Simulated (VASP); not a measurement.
**Ni: single point with PBE**

Ni:

```
CELL_PARAMETERS angstrom
-1.39691 1.39691 1.39691
1.39691 -1.39691 1.39691
1.39691 1.39691 -1.39691
ATOMIC_POSITIONS crystal
Ni 0.00000 0.00000 0.00000
```

```
Program                : VASP 6.6.1
Task                   : single point
Functional             : PBE
Potentials or basis    : VASP PAW PBE potentials, release 64 (Ni)
Cutoff                 : 520 eV
k mesh                 : 20 × 20 × 20
Occupations            : gaussian, width 0.05 eV
Spin                   : collinear spin, ferromagnetic start
Starting moments       : [0.8] μB
Dipole correction      : no
Further INCAR settings : ALGO = Normal; EDIFF = 1e-07; NBANDS = 15
```

- Pressure: 1.5 GPa
- Net moment: 0.58 μB per cell
- Site moments: Ni +0.58 μB
- Valence electrons inside the program's atomic spheres: Ni 9.31

Levels at points of the mesh, in eV from the Fermi level:
Spin up:
```csv
k point,band 1,band 2,band 3,band 4,band 5,band 6,band 7,band 8,band 9,band 10
"(0.00, 0.00, 0.00)",-8.87,-2.30,-2.30,-2.30,-0.87,-0.87,26.44,26.44,26.44,31.32
"(0.50, 0.00, 0.00)",-4.60,-3.21,-0.96,-0.72,-0.08,0.28,6.46,19.09,20.01,23.76
"(0.50, 0.50, 0.50)",-4.16,-4.16,-0.30,-0.30,-0.30,9.77,9.77,9.77,15.65,15.65
```
Spin down:
```
           k point  band 1  band 2  band 3  band 4  band 5  band 6  band 7  band 8  band 9  band 10
(0.00, 0.00, 0.00)   -8.88   -1.59   -1.59   -1.59   -0.39   -0.39   26.34   26.34   26.34    31.24
(0.50, 0.00, 0.00)   -4.22   -2.56   -0.39   -0.22    0.25    0.74    6.82   19.03   20.12    23.90
(0.50, 0.50, 0.50)   -3.83   -3.83    0.51    0.51    0.51    9.81    9.81    9.81   15.75    15.75
```

Run time: 36 s on 1 thread of Intel(R) Xeon(R) 6975P-C (Granite Rapids), on a shared host, peak memory 0.18 GiB.
